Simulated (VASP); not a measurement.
Set up this calculation in VASP 6.6.1, as the native input.

```
Task                   : single point
Functional             : LDA
Potentials or basis    : VASP PAW LDA potentials, release 64 (Si)
Cutoff                 : 520 eV
k mesh                 : 10 × 10 × 8
Occupations            : gaussian, width 0.15 eV
Spin                   : no spin polarisation
Dipole correction      : no
Further INCAR settings : ALGO = Normal; EDIFF = 1e-07; NBANDS = 26
```

The structure of Si lies in POSCAR:

```
Si
1.0
    4.4383336898     -2.3738387447      0.0000000000
    4.4383336898      2.3738387447      0.0000000000
    0.0000000000      0.0000000000      5.4608395773
Si
8
Direct
    0.5000000000      0.5000000000      0.7705063100
    0.5000000000      0.5000000000      0.2294936900
    1.0000000000      0.0000000000      0.2705063100
    0.0000000000      1.0000000000      0.7294936900
    0.7262158274      0.7262158274      0.5000000000
    0.2262158274      0.2262158274      0.0000000000
    0.2737841726      0.2737841726      0.5000000000
    0.7737841726      0.7737841726      0.0000000000
```

This cell differs from its parent crystal: strain -0.025 along x and y, +0.025 along z.

One way to write it, as run:

INCAR

```
SYSTEM = Si
  PREC = Accurate
  ENCUT = 520
  EDIFF = 1E-7
  ISMEAR = 0
  SIGMA = 0.15
  LREAL = .FALSE.
  LASPH = .TRUE.
  NELM = 60
  ALGO = Normal
  ISIF = 2
  LWAVE = .FALSE.
  LCHARG = .FALSE.
  GGA = CA
  NBANDS = 26
```

KPOINTS

```
Automatic mesh
0
G
  10 10 8
  0 0 0
```

Potentials or basis: VASP PAW LDA potentials, release 64 (Si).

Command:

```bash
$ cat potpaw_LDA.64/Si/POTCAR > POTCAR
$ mpirun -np 1 vasp_std > vasp.out
```

It gave:

| Quantity | Value |
| --- | --- |
| Pressure | 3.6 GPa |
| Largest force | 0.153 eV/Å |
| Band gap on the k mesh | zero (bands 16 and 17 overlap by 3.65 eV) |

Caveat: the cell differs from its parent crystal (strain -0.025 along x and y, +0.025 along z); the stress differs along the axes, from -1 to 8 GPa.

It took 3.4 min on 1 thread of AMD EPYC 9R45 96-Core Processor (Zen 5), on a shared host, peak memory 0.37 GiB.
